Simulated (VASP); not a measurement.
The system is WS2.

```
W S
1.0
     3.18000    0.00000    0.00000
    -1.59000    2.75396    0.00000
     0.00000    0.00000   12.50000
W S
2 4
Cartesian
  1.5900 0.9180 9.3750
  0.0000 1.8360 3.1250
  1.5900 0.9180 4.6875
  0.0000 1.8360 10.9375
  1.5900 0.9180 1.5625
  0.0000 1.8360 7.8125
```

```yaml
Program: VASP 6.6.1
Task: relaxation of cell and atoms
Functional: LDA
Potentials_or_basis: VASP PAW LDA potentials, release 64 (W_sv, S)
Cutoff: 600 eV
k_mesh: 10 × 10 × 3
Occupations: fermi-dirac, width 0.05 eV
Spin: no spin polarisation
```

At the start: pressure -5.2 GPa; volume 18.24 Å³/atom.

Task: How do energy, volume and symmetry change on relaxing?

Result: Over 16 steps the energy falls by 12.6 meV/atom and the volume is 17.19 Å³/atom (-5.8 %); space group P6_3/mmc (No. 194, to 0.1 Å) before and after.

Step by step:
```
step  energy change (eV)  largest force (eV/Å)  pressure (GPa)  volume (Å³)
   1              0.0000                0.3135           -5.24       109.47
   2              0.2000                1.6105           12.81       100.28
   3             -0.0568                0.2461           -0.20       106.42
   4             -0.0569                0.2576           -0.10       106.36
   5             -0.0666                0.0311           -0.11       105.62
   6             -0.0667                0.0557           -0.09       105.70
   7             -0.0678                0.0512           -0.11       105.53
   8             -0.0708                0.0378           -0.15       105.02
   9             -0.0746                0.0116           -0.17       104.00
  10             -0.0717                0.0420           -0.06       101.96
  11             -0.0754                0.0073           -0.12       103.44
  12             -0.0755                0.0019           -0.12       103.26
  13             -0.0740                0.0489            0.85       102.50
  14             -0.0755                0.0102            0.04       103.13
  15             -0.0752                0.0569           -0.23       103.16
  16             -0.0755                0.0017           -0.01       103.13
```

Final structure:
```xyz
6
Lattice="3.1298 0.0000 0.0000 -1.5649 2.7105 0.0000 0.0000 0.0000 12.1571" Properties=species:S:1:pos:R:3 pbc="T T T"
W     1.5649    0.9035    9.1178
W     0.0000    1.8070    3.0393
S     1.5649    0.9035    4.6025
S     0.0000    1.8070   10.6811
S     1.5649    0.9035    1.4761
S     0.0000    1.8070    7.5546
```
